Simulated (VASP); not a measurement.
Na, 2 atoms in the cell. The structure is hexagonal, space group P6_3/mmc (No. 194). The conventional cell has a = 3.880 Å, b = 3.880 Å, c = 6.339 Å, α = 90.00°, β = 90.00°, γ = 120.00°. Within 5.1 Å of Na (site symmetry -6m2) lie 12 Na at 3.88 Å. This isn't the form of Na at room conditions, which is bcc. This cell differs from its parent crystal: strain +0.030 along x and y, +0.030 along z.

```yaml
Program: VASP 6.6.1
Task: single point
Functional: PBEsol
Potentials_or_basis: VASP PAW PBE potentials, release 64 (Na_pv)
Cutoff: 520 eV
k_mesh: 12 × 12 × 8
Occupations: gaussian, width 0.15 eV
Spin: no spin polarisation
Dipole_correction: no
Further_INCAR_settings: ALGO = Normal; EDIFF = 1e-06; NBANDS = 14
```

Potentials or basis: VASP PAW PBE potentials, release 64 (Na_pv).

Run with:

```bash
$ cat potpaw_PBE.64/Na_pv/POTCAR > POTCAR
$ mpirun -np 1 vasp_std > vasp.out
```

Hardware: 1 thread of Intel(R) Xeon(R) 6975P-C (Granite Rapids), on a shared host.

How long does it take, and how much memory?

It took 23 s on 1 thread of Intel(R) Xeon(R) 6975P-C (Granite Rapids), on a shared host, peak memory 0.23 GiB. Counts: scf iterations 9, k points 95.
